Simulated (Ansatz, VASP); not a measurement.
## BaTiO3: VASP beside Ansatz

The input POSCAR:

```
BaTiO3
1.0
    4.0076816357      0.0000000000      0.0000000000
    0.0000000000      4.0076816357      0.0000000000
    0.0000000000      0.0000000000      4.0076816357
Ba Ti O
1 1 3
Direct
    0.5000000000      0.5000000000      0.5000000000
    0.0000000000      0.0000000000      0.0000000000
    0.5000000000      0.0000000000      0.0000000000
    0.0000000000      0.5000000000      0.0000000000
    0.0000000000      0.0000000000      0.5000000000
```

The input INCAR.step1:

```
SYSTEM = BaTiO3
  PREC = Accurate
  ENCUT = 520
  ISMEAR = 0
  SIGMA = 0.1
  LREAL = .FALSE.
  LASPH = .TRUE.
  NELM = 150
  ISPIN = 2
  MAGMOM = 0 1 0 0 0
  LMAXMIX = 4
  NBANDS = 32
  GGA = PE
  ALGO = Normal
  EDIFF = 1E-4
  LWAVE = .TRUE.
  LCHARG = .FALSE.
```

The input INCAR.step2:

```
SYSTEM = BaTiO3
  PREC = Accurate
  ENCUT = 520
  EDIFF = 1E-7
  ISMEAR = 0
  SIGMA = 0.1
  LREAL = .FALSE.
  LASPH = .TRUE.
  NELM = 150
  ALGO = Normal
  ISIF = 2
  LWAVE = .FALSE.
  LCHARG = .FALSE.
  ISPIN = 2
  MAGMOM = 0 1 0 0 0
  LORBIT = 11
  LMAXMIX = 4
  METAGGA = R2SCAN
  LMIXTAU = .TRUE.
  NBANDS = 32
  ISTART = 1
```

KPOINTS

```
Automatic mesh
0
G
  4 4 4
  0 0 0
```

Input for Ansatz:

```yaml
crystal:
  lattice:
    - [4.0076816357, 0.0, 0.0]
    - [0.0, 4.0076816357, 0.0]
    - [0.0, 0.0, 4.0076816357]
  atoms:
    - { symbol: Ba, position: [0.5, 0.5, 0.5] }
    - { symbol: Ti, position: [0.0, 0.0, 0.0], spin: 1.0 }
    - { symbol: O, position: [0.5, 0.0, 0.0] }
    - { symbol: O, position: [0.0, 0.5, 0.0] }
    - { symbol: O, position: [0.0, 0.0, 0.5] }
basis:
  ecutwfc: 500
kpoints:
  mp_grid: { grid: [4, 4, 4] }
hamiltonian:
  xc: r2scan
scf:
  occupations: { method: gaussian, width: 0.1 }
  lower_state_search: "off"
output:
  forces: true
  stress: true
  eigenvalues: true
  populations: true
magnetization:
  spin_polarized: true
```

Alike in both runs: task single point; functional r2SCAN; k mesh 4 × 4 × 4; occupations gaussian, width 0.1 eV; collinear spin.

```csv
,VASP,Ansatz
version,VASP 6.6.1,Ansatz 0.2.0
potentials or method,"VASP PAW PBE potentials, release 64 (Ba_sv, Ti_sv, O), cutoff 520 eV","scalar-relativistic, plane waves, PAW"
valence electrons in the cell,40,40
```

|  | VASP | Ansatz | Ansatz less VASP |
| --- | --- | --- | --- |
| gap on the k mesh at the Fermi level (eV) | 2.11 | 2.13 | +0.022 |
| least direct gap on the mesh (eV) | 2.27 | 2.25 | -0.020 |
| pressure (GPa) | 0.2 | -1.8 | -1.93 |
| net moment per atom (μB) | 0.00 | 0.00 | 0.000 |

VASP's potentials were made for PBE, not for r2SCAN. Ansatz's warnings: seeded moment not kept, stability check not made.

Spin-orbit coupling is off throughout.
